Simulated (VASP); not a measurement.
Here is a VASP 6.6.1 calculation.

The input INCAR:

```
SYSTEM = TiSi2
ALGO = Normal
EDIFF = 1E-6
ENCUT = 520
GGA = CA
ISIF = 2
ISMEAR = -1
LASPH = .True.
LCHARG = .True.
LELF = .True.
LREAL = .False.
LVHAR = .True.
LWAVE = .False.
NBANDS = 29
NELM = 100
PREC = Accurate
SIGMA = 0.05
```

File KPOINTS:

```
k-points
0
Gamma
  8 8 8
  0 0 0
```

File POSCAR:

```
TiSi2
1.0
    1.7651050250     -6.7592815350      0.0000000000
    1.7651050250      6.7592815350      0.0000000000
    0.0000000000      0.0000000000      3.5651739700
Ti Si
2 4
Direct
    0.1031180800      0.8968819200      0.2500000000
    0.8968819200      0.1031180800      0.7500000000
    0.7503148200      0.2496851800      0.2500000000
    0.2496851800      0.7503148200      0.7500000000
    0.4417485500      0.5582514500      0.2500000000
    0.5582514500      0.4417485500      0.7500000000
```

Potentials or basis: VASP PAW LDA potentials, release 64 (Ti_sv, Si).

The run is started by

```bash
$ cat potpaw_LDA.64/Ti_sv/POTCAR potpaw_LDA.64/Si/POTCAR > POTCAR
$ mpirun -np 1 vasp_std > vasp.out
```

Question: Predict the pressure.

Answer: -5.3 GPa.

Question: What does it give for the largest force?

Answer: 0.106 eV/Å.

Stress tensor (GPa, compression positive):
```
-5.52  0.00  0.00
 0.00 -5.13  0.00
 0.00  0.00 -5.13
```
